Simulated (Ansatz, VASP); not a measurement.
One calculation of V, two programs

INCAR

```
SYSTEM = V
  PREC = Accurate
  ENCUT = 500
  EDIFF = 1E-6
  ISMEAR = -1
  SIGMA = 0.1
  LREAL = .FALSE.
  LASPH = .TRUE.
  NELM = 200
  ALGO = Normal
  ISIF = 2
  LWAVE = .FALSE.
  LCHARG = .FALSE.
  ISPIN = 2
  MAGMOM = 0
  LORBIT = 11
  LMAXMIX = 4
  GGA = PE
  NBANDS = 16
  GGA_COMPAT = .FALSE.
```

File KPOINTS:

```
regular mesh
0
G
  8 8 8
  0 0 0
```

The input POSCAR:

```
V
1.0
   -1.4588830000      1.4588830000      1.4588830000
    1.4588830000     -1.4588830000      1.4588830000
    1.4588830000      1.4588830000     -1.4588830000
V
1
Direct
    0.0000000000      0.0000000000      0.0000000000
```

Input for Ansatz:

```yaml
crystal:
  lattice:
    - [-1.458883, 1.458883, 1.458883]
    - [1.458883, -1.458883, 1.458883]
    - [1.458883, 1.458883, -1.458883]
  atoms:
    - { symbol: V, position: [0, 0, 0] }
kpoints:
  mp_grid: { grid: [8, 8, 8], shift: [0, 0, 0] }
hamiltonian:
  xc: pbe
  pseudopotentials: { kind: nc }
scf:
  occupations: { method: fermi_dirac }
  convergence: { dm_fallback: { after: 8, dr2: "1.0e-12 eV" } }
magnetization:
  spin_polarized: true
```

Alike in both runs: task single point; functional PBE; k mesh 8 × 8 × 8; collinear spin.

```csv
,VASP,Ansatz
version,VASP 6.6.1,Ansatz 0.2 development build
potentials or method,"VASP PAW PBE potentials, release 64 (V_sv)",scalar-relativistic
plane-wave cutoff (eV),500,1143
occupations,"fermi-dirac, width 0.1 eV",fermi-dirac
```

|  | VASP | Ansatz | Ansatz less VASP |
| --- | --- | --- | --- |
| net moment per atom (μB) | 0.00 | 0.00 | 0.000 |

The k mesh is coarse, so the values compare programs but aren't converged.
